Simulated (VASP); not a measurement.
Input of a VASP 6.6.1 run:

POSCAR

```
LiNbO3
1.0
    2.5923872641      1.4967154848      4.5628211618
   -2.5923872641      1.4967154848      4.5628211618
    0.0000000000     -2.9934309695      4.5628211619
Li Nb O
2 2 6
Direct
    0.2405029516      0.2405029516      0.2405029516
    0.7405029516      0.7405029516      0.7405029516
   -0.0019726326     -0.0019726326     -0.0019726326
    0.4980273674      0.4980273674      0.4980273674
    0.1331657863      0.3761986951      0.7562102200
    0.7562102200      0.1331657863      0.3761986951
    0.3761986951      0.7562102200      0.1331657863
    0.8761986951      0.6331657863      0.2562102200
    0.2562102200      0.8761986951      0.6331657863
    0.6331657863      0.2562102200      0.8761986951
```

INCAR.step1

```
SYSTEM = LiNbO3
  PREC = Accurate
  ENCUT = 520
  ISMEAR = 0
  SIGMA = 0.05
  LREAL = .FALSE.
  LASPH = .TRUE.
  NELM = 100
  NBANDS = 45
  GGA = PE
  ALGO = Normal
  EDIFF = 1E-4
  LWAVE = .TRUE.
  LCHARG = .FALSE.
```

File INCAR.step2:

```
SYSTEM = LiNbO3
  PREC = Accurate
  ENCUT = 520
  EDIFF = 1E-6
  ISMEAR = 0
  SIGMA = 0.05
  LREAL = .FALSE.
  LASPH = .TRUE.
  NELM = 100
  ALGO = Normal
  ISIF = 2
  LWAVE = .FALSE.
  LCHARG = .FALSE.
  METAGGA = R2SCAN
  LMIXTAU = .TRUE.
  NBANDS = 45
  ISTART = 1
```

The input KPOINTS:

```
Automatic mesh
0
G
  6 6 6
  0 0 0
```

Potentials or basis: VASP PAW PBE potentials, release 64 (Li_sv, Nb_sv, O).

Launch:

```console
$ cat potpaw_PBE.64/Li_sv/POTCAR potpaw_PBE.64/Nb_sv/POTCAR potpaw_PBE.64/O/POTCAR > POTCAR
$ cp INCAR.step1 INCAR
$ mpirun -np 1 vasp_std > vasp.out
$ cp INCAR.step2 INCAR
$ mpirun -np 1 vasp_std > vasp.out
```

Problem. Predict the largest force.

Solution. 0.304 eV/Å.

Problem. Predict the band gap on the k mesh.

Solution. 3.18 eV (least direct gap 3.34 eV).

Forces on the atoms (eV/Å):
```
Li   0.000  0.000 -0.157
Li   0.000  0.000 -0.157
Nb   0.000  0.000 -0.304
Nb   0.000  0.000 -0.304
O   -0.036 -0.048  0.154
O    0.059 -0.007  0.154
O   -0.024  0.055  0.154
O    0.036 -0.048  0.154
O    0.024  0.055  0.154
O   -0.059 -0.007  0.154
```

Caveat: the cell differs from its parent crystal (atoms displaced along a vibrational mode); the PAW data sets were made with another functional, which shifts forces and pressure a little. A k mesh can miss the band edges.
